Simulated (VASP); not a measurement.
# MgO (C222_1) in VASP: further runs, part 2 of 2

VASP 6.6.1. The steps go on from the part before.

## 3. Relaxation of cell and atoms, PBE

INCAR

```
SYSTEM = MgO
  PREC = Accurate
  ENCUT = 600
  EDIFF = 1E-6
  ISMEAR = 0
  SIGMA = 0.1
  LREAL = .FALSE.
  LASPH = .TRUE.
  NELM = 80
  ALGO = Normal
  ISIF = 3
  LWAVE = .FALSE.
  LCHARG = .FALSE.
  GGA = PE
  IBRION = 2
  NSW = 90
  EDIFFG = -0.04
```

KPOINTS

```
Automatic mesh
0
G
  6 6 6
  0 0 0
```

POSCAR

```
MgO
1.0
    2.3511481200     -2.3511481200      0.0000000000
    2.3511481200      2.3511481200      0.0000000000
    0.0000000000      0.0000000000      3.3250255600
Mg O
2 2
Direct
    0.6250000000      0.6250000000      0.0000000000
    0.3750000000      0.3750000000      0.5000000000
    0.8750000000      0.1250000000      0.2500000000
    0.1250000000      0.8750000000      0.7500000000
```

Potentials or basis: VASP PAW PBE potentials, release 64 (Mg, O).

Launch:

```bash
$ cat potpaw_PBE.64/Mg/POTCAR potpaw_PBE.64/O/POTCAR > POTCAR
$ mpirun -np 1 vasp_std > vasp.out
```

OUTCAR:

```text
SYSTEM = MgO
   PREC = Accurate
   ENCUT = 600
   EDIFF = 1E-6
   ISMEAR = 0
   LREAL = .FALSE.
   LASPH = .TRUE.
   NELM = 80
   ISIF = 3
   GGA = PE
   IBRION = 2
   NSW = 90
   EDIFFG = -0.04

 ion  position               nearest neighbor table
   1  0.625  0.625  0.000-   3 2.04   4 2.04   3 2.04   4 2.04   2 2.04   2 2.04   2 3.11   2 3.11
                             2 3.11   2 3.11
   2  0.375  0.375  0.500-   3 2.04   4 2.04   4 2.04   3 2.04   1 2.04   1 2.04   1 3.11   1 3.11
                             1 3.11   1 3.11
   3  0.875  0.125  0.250-   1 2.04   2 2.04   1 2.04   2 2.04
   4  0.125  0.875  0.750-   1 2.04   2 2.04   2 2.04   1 2.04

  LATTYP: Found a simple cubic cell.
 ALAT       =     3.3250255585

  Lattice vectors:

 A1 = (   2.3511481200,  -2.3511481200,   0.0000000000)
 A2 = (   2.3511481200,   2.3511481200,   0.0000000000)
 A3 = (   0.0000000000,   0.0000000000,   3.3250255600)

Analysis of symmetry for initial positions (statically):
=====================================================================
 Subroutine PRICEL returns:
 Original cell was already a primitive cell.

 Routine SETGRP: Setting up the symmetry group for a
 simple cubic supercell.

 Subroutine GETGRP returns: Found  4 space group operations
 (whereof  2 operations were pure point group operations)
 out of a pool of 48 trial point group operations.

The static configuration has the point symmetry C_2 .
 The point group associated with its full space group is D_2 .

Analysis of symmetry for dynamics (positions and initial velocities):
=====================================================================
 Subroutine PRICEL returns:
 Original cell was already a primitive cell.

 Routine SETGRP: Setting up the symmetry group for a
 simple cubic supercell.

 Subroutine GETGRP returns: Found  4 space group operations
 (whereof  2 operations were pure point group operations)
 out of a pool of 48 trial point group operations.

The dynamic configuration has the point symmetry C_2 .
 The point group associated with its full space group is D_2 .

 Subroutine INISYM returns: Found  4 space group operations
 (whereof  2 operations are pure point group operations),
 and found     1 'primitive' translations

----------------------------------------------------------------------------------------
[... 111 lines left out ...]
   EFERMI =   0.00;   METHOD = LEGACY
   ISMEAR =     0;   SIGMA  =   0.10  broadening in eV -4-tet -1-fermi 0-gaus
   EFERMI_NEDOS =   21; number of points for ismear=-14 and -15
   IALGO  =     38    algorithm
   IMIX   =      4    mixing-type and parameters
     AMIX     =   0.40;   BMIX     =  1.00
     AMIX_MAG =   1.60;   BMIX_MAG =  1.00
  volume/ion in A,a.u.               =       9.19        62.02
  Fermi-wavevector in a.u.,A,eV,Ry     =   1.240661  2.344510 20.942632  1.539240
  Thomas-Fermi vector in A             =   2.375092
   LORBIT       =      0    0 simple, 1 ext, 2 COOP (PROOUT), +10 PAW based schemes
   GGA     = PE    functional components
   LHFCALC =     F    Hartree Fock is set to
   AEXX    =    0.0000 exact exchange contribution
   IVDW    =     0    specifies the selected vdW correction
   LEPSILON=     F    determine dielectric tensor
   LRPA    =     F    only Hartree local field effects (RPA)
 conjugate gradient relaxation of ions
 non-spin polarized calculation
 Gauss-broadening in eV      SIGMA  =   0.10
  energy-cutoff  :      600.00
  volume of cell :       36.76
 maximum number of plane-waves:      1253
 NGX is ok and might be reduce to    28
   NGX = 13   NGY = 13   NGZ = 13

--------------------------------------- Ionic step        1  -------------------------------------------

 number of electron      16.0000014 magnetization

 Free energy of the ion-electron system (eV)
  ---------------------------------------------------
  ext. energy  EPLUGINS =         0.00000000
  ---------------------------------------------------
  free energy    TOTEN  =       -14.18223991 eV

  energy without entropy =      -14.18161241  energy(sigma->0) =      -14.18192616

 E-fermi :   6.0453     XC(G=0): -11.2301

 val. band max:        5.9406167640   @ k =   0.1667   0.0000   0.0000
 cond. band min:       6.0811023124   @ k =   0.0000   0.0000   0.0000
 fundamental gap:      0.1404855485
 Fermi energy:         6.0453348655
[... 827 lines left out ...]
      1     -14.7189      2.00000
      2     -14.5777      2.00000
      3      -2.2491      2.00000
      4      -1.9752      2.00000
      5      -0.4303      2.00000
      6      -0.4291      2.00000
      7      -0.3073      2.00000
      8      -0.0086      2.00000
      9       5.7567      0.00000
     10       6.1618      0.00000
     11      10.5187      0.00000
     12      11.1536      0.00000

 [... further k-points ...]

[... ionic steps 4 to 13 ...]

--------------------------------------- Ionic step       14  -------------------------------------------

 number of electron      16.0000008 magnetization

------------------------ aborting loop because EDIFF is reached ----------------------------------------
[... 71 lines left out ...]
--------------------------------------- Ionic step       16  -------------------------------------------

 number of electron      16.0000000 magnetization

 Free energy of the ion-electron system (eV)
  ---------------------------------------------------
  ext. energy  EPLUGINS =         0.00000000
  ---------------------------------------------------
  free energy    TOTEN  =       -23.31292000 eV

  energy without entropy =      -23.31292000  energy(sigma->0) =      -23.31292000

 E-fermi :   1.3389     XC(G=0):  -9.6730

 val. band max:        0.8876249244   @ k =   0.0000   0.0000   0.0000
 cond. band min:       4.2776347428   @ k =   0.0000   0.0000   0.0000
 fundamental gap:      3.3900098184
 Fermi energy:         1.3389295235
[... 391 lines left out ...]
  FREE ENERGIE OF THE ION-ELECTRON SYSTEM (eV)
  ---------------------------------------------------
  free  energy   TOTEN  =       -23.3129199967 eV

  energy  without entropy=      -23.3129199967  energy(sigma->0) =      -23.31292000

 reached required accuracy - stopping structural energy minimisation
```

It took 6.6 min on 1 thread of Intel Xeon 8259CL, shared host; peak memory 0.18 GiB.

Results:

```
Free energy                            : -23.3129 eV
Relaxed volume                         : 12.05 Å³/atom
Relaxed cell                           : a = 3.373 Å, b = 3.373 Å, c = 4.235 Å, α = 90.00°, β = 90.00°, γ = 90.22°
Space group after relaxing (to 0.05 Å) : I-4m2 (No. 119)
Energy gained by relaxing              : 2282.7 meV/atom
Ionic steps                            : 16
Pressure after relaxing                : -0.2 GPa
Largest force after relaxing           : 0.020 eV/Å
Band gap on the k mesh                 : 3.39 eV, direct
```

Forces on the atoms (eV/Å):
```
Mg  -0.020  0.000  0.000
Mg   0.020  0.000  0.000
O    0.000 -0.008  0.000
O    0.000  0.008  0.000
```

The path:
| step | energy change (eV) | largest force (eV/Å) | pressure (GPa) | volume (Å³) |
| --- | --- | --- | --- | --- |
| 1 | 0.0000 | 7.6261 | 48.34 | 36.76 |
| 2 | -8.2924 | 1.5931 | -10.95 | 52.42 |
| 3 | -8.3431 | 1.4523 | -12.36 | 53.29 |
| 4 | -8.3734 | 1.1844 | -15.14 | 55.05 |
| 5 | -8.3665 | 1.3410 | -13.41 | 53.98 |
| 6 | -8.9292 | 0.6559 | 3.79 | 46.49 |
| 7 | -8.9296 | 0.6420 | 4.68 | 46.22 |
| 8 | -9.0461 | 0.3953 | 2.32 | 47.10 |
| 9 | -9.1021 | 0.0761 | -0.91 | 48.28 |
| 10 | -9.1152 | 0.0332 | 0.58 | 47.84 |
| 11 | -9.1174 | 0.0963 | 1.35 | 47.59 |
| 12 | -9.1253 | 0.1085 | -0.55 | 48.31 |
| 13 | -9.1254 | 0.1098 | -0.73 | 48.38 |
| 14 | -9.1294 | 0.0679 | -0.09 | 48.15 |
| 15 | -9.1299 | 0.0657 | 0.26 | 48.01 |
| 16 | -9.1307 | 0.0199 | -0.25 | 48.18 |

Final structure:
```
Mg O
1.0
     2.38046   -2.38975    0.00000
     2.38046    2.38975    0.00000
     0.00000    0.00000    4.23492
Mg O
2 2
Direct
  0.75053 0.75053 0.00000
  0.24947 0.24947 0.50000
  0.74962 0.25038 0.25000
  0.25038 0.74962 0.75000
```

Caveat: the volume moved by over 15 % at a fixed basis, so the end points are rough.
